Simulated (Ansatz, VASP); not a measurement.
**One calculation of Sn3PbSe4, two programs**

```xyz
8
Lattice="6.1641 0.0000 0.0000 0.0000 6.1641 0.0000 0.0000 0.0000 6.1641" Properties=species:S:1:pos:R:3 pbc="T T T"
Sn    3.0820    0.0000    0.0000
Sn    0.0000    0.0000    3.0820
Sn    0.0000    3.0820    0.0000
Pb    3.0820    3.0820    3.0820
Se    0.0000    3.0820    3.0820
Se    3.0820    3.0820    0.0000
Se    0.0000    0.0000    0.0000
Se    3.0820    0.0000    3.0820
```

Alike in both runs: task single point; functional PBE; k mesh 6 × 6 × 6; occupations gaussian, width 0.1 eV; no spin polarisation.

|  | VASP | Ansatz |
| --- | --- | --- |
| version | VASP 6.6.1 | Ansatz 0.2.0 |
| potentials or method | VASP PAW PBE potentials, release 64 (Sn_d, Pb_d, Se), cutoff 520 eV | scalar-relativistic, plane waves, PAW |
| valence electrons in the cell | 80 | 120 |

```tsv
	VASP	Ansatz	Ansatz less VASP
gap on the k mesh at the Fermi level (eV)	none	none	-
pressure (GPa)	-1.4	-1.3	+0.02
```

A gap of «none» marks a metal or a gap that the smearing closes. VASP's potentials hold 80 valence electrons a cell and Ansatz's 120, so a difference there can come from the potentials and not from the codes.

Neither program's run includes spin-orbit coupling.
